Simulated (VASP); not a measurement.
Runs of VASP 6.6.1 on ZrCu. The structure is that of space group Pm-3m (No. 221), or close to it. The cells are those of the table. 

| task | cell | gap on the mesh (eV) | pressure (GPa) |
| --- | --- | --- | --- |
| single point | a = 2.582 Å, 2 atoms | none | 325.8 |
| single point | a = 2.743 Å, 2 atoms | none | 161.2 |
| single point | a = 3.081 Å, 2 atoms | none | 19.0 |
| single point | a = 3.253 Å, 2 atoms | none | (a) |
| electric field gradients | a = 2.582 Å, 2 atoms | none | 325.8 |

Alike in all rows: level LDA; potentials or basis VASP PAW LDA potentials, release 64 (Zr_sv, Cu); no spin polarisation; k mesh 11 × 11 × 11; cutoff (eV) 520; smearing fermi-dirac 0.05 eV.

Q: Estimate the missing entries.

A: (a) -6.5.

Caveats: the cell stands under pressure (at least some runs); the cell stands under tension (at least some runs).

A k mesh can miss the band edges, and the runs leave out spin-orbit coupling on Zr.

A gap of «none» marks levels without a gap at the run's occupations.
